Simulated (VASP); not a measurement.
Re, 1 atom in the cell. It takes space group Fm-3m (No. 225, cubic). The conventional cell has a = 3.976 Å, b = 3.976 Å, c = 3.976 Å, α = 90.00°, β = 90.00°, γ = 90.00°. Within 3.7 Å of Re (site symmetry m-3m) lie 12 Re at 2.81 Å.  This cell differs from its parent crystal: volume scaled by 1.02.

```yaml
Program: VASP 6.6.1
Task: single point
Functional: PBEsol
Potentials_or_basis: VASP PAW PBE potentials, release 64 (Re)
Cutoff: 520 eV
k_mesh: 14 × 14 × 14
Occupations: fermi-dirac, width 0.05 eV
Spin: no spin polarisation
Dipole_correction: no
Further_INCAR_settings: ALGO = Normal; EDIFF = 1e-07; NBANDS = 10
```

Potentials or basis: VASP PAW PBE potentials, release 64 (Re).

Run with:

```sh
$ cat potpaw_PBE.64/Re/POTCAR > POTCAR
$ mpirun -np 1 vasp_std > vasp.out
```

Hardware: 1 thread of Intel Xeon 6975P-C, with other jobs on the host.

**Question.** Estimate the wall time of this run.

**Answer.** It took 9.1 s on 1 thread of Intel Xeon 6975P-C, with other jobs on the host, peak memory 0.15 GiB. Counts: scf iterations 13, k points 104.
